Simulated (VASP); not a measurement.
Wanted: the native input for a VASP 6.6.1 run.

```yaml
Task: single point
Functional: PBEsol
Potentials_or_basis: VASP PAW PBE potentials, release 64 (Cu, B)
Cutoff: 520 eV
k_mesh: 12 × 12 × 10
Occupations: gaussian, width 0.05 eV
Spin: no spin polarisation
Dipole_correction: no
Further_INCAR_settings: ALGO = Normal; EDIFF = 1e-06; NBANDS = 16
```

The structure of CuB2 lies in POSCAR:

```
CuB2
1.0
    2.9491410759      0.0000000000      0.0000000000
   -1.4745705380      2.5540310910      0.0000000000
    0.0000000000      0.0000000000      3.2154134691
Cu B
1 2
Direct
    0.0000000000      0.0000000000      0.0000000000
    0.3333333333      0.6666666667      0.5000000000
    0.6666666667      0.3333333333      0.5000000000
```

This cell differs from its parent crystal: volume scaled by 0.960.

One way to write it, as run:

INCAR

```
SYSTEM = CuB2
ALGO = Normal
EDIFF = 1E-6
ENCUT = 520
GGA = PS
ISIF = 2
ISMEAR = 0
LASPH = .True.
LCHARG = .False.
LREAL = .False.
LWAVE = .False.
NBANDS = 16
NELM = 100
PREC = Accurate
SIGMA = 0.05
```

KPOINTS

```
k-points
0
Gamma
  12 12 10
  0 0 0
```

Potentials or basis: VASP PAW PBE potentials, release 64 (Cu, B).

Command:

```sh
$ cat potpaw_PBE.64/Cu/POTCAR potpaw_PBE.64/B/POTCAR > POTCAR
$ mpirun -np 1 vasp_std > vasp.out
```

Results of the run:

```
Pressure : 8.8 GPa
```

Caveat: the PAW data sets were made with another functional, which shifts forces and pressure a little.

Wall time 20 s on 1 thread of Intel(R) Xeon(R) 6975P-C (Granite Rapids), with other jobs on the host, peak memory 0.16 GiB.
